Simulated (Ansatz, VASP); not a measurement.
**Sb in VASP and in Ansatz**

File INCAR:

```
SYSTEM = Sb
ALGO = Normal ; EDIFF = 1E-6
ENCUT = 520 ; GGA = PE
ISIF = 2 ; ISMEAR = -1
LASPH = .True. ; LCHARG = .False.
LREAL = .False. ; LWAVE = .False.
NBANDS = 12 ; NELM = 60
PREC = Accurate ; SIGMA = 0.1
```

KPOINTS

```
k-points
0
Gamma
  13 13 13
  0 0 0
```

POSCAR

```
Sb
1.0
    2.1879029667      1.2631863668      3.8431731385
   -2.1879029667      1.2631863668      3.8431731385
    0.0000000000     -2.5263727336      3.8431731385
Sb
2
Direct
    0.2326795448      0.2326795448      0.2326795448
    0.7673204552      0.7673204552      0.7673204552
```

Input for Ansatz:

```yaml
crystal:
  lattice:
    - [2.1879029667, 1.2631863668, 3.8431731385]
    - [-2.1879029667, 1.2631863668, 3.8431731385]
    - [0.0, -2.5263727336, 3.8431731385]
  atoms:
    - { symbol: Sb, position: [0.2326795448, 0.2326795448, 0.2326795448] }
    - { symbol: Sb, position: [0.7673204552, 0.7673204552, 0.7673204552] }
hamiltonian:
  xc: pbe
  pseudopotentials:
    kind: paw
    azcp:
      Sb: "pseudopotentials/Sb.paw.azcp"
basis:
  ecutwfc: 420
  fft_grid_basis: typed
kpoints:
  mp_grid: { grid: [13, 13, 13], shift: [0, 0, 0] }
magnetization:
  spin_polarized: false
scf:
  occupations: { method: fermi_dirac, width: 0.1 }
  lower_state_search: "off"
output:
  stress: true
```

Alike in both runs: task single point; functional PBE; k mesh 13 × 13 × 13; occupations fermi-dirac, width 0.1 eV; no spin polarisation.

```csv
,VASP,Ansatz
version,VASP 6.6.1,Ansatz 0.2.0
potentials or method,"VASP PAW PBE potentials, release 64 (Sb), cutoff 520 eV","plane waves (420 eV) with PAW, scalar-relativistic"
valence electrons in the cell,10,30
```

|  | VASP | Ansatz | Ansatz less VASP |
| --- | --- | --- | --- |
| pressure (GPa) | 0.1 | 0.0 | -0.05 |

VASP's potentials hold 10 valence electrons a cell and Ansatz's 30, so a difference there can come from the potentials and not from the codes.

Spin-orbit coupling is off throughout.
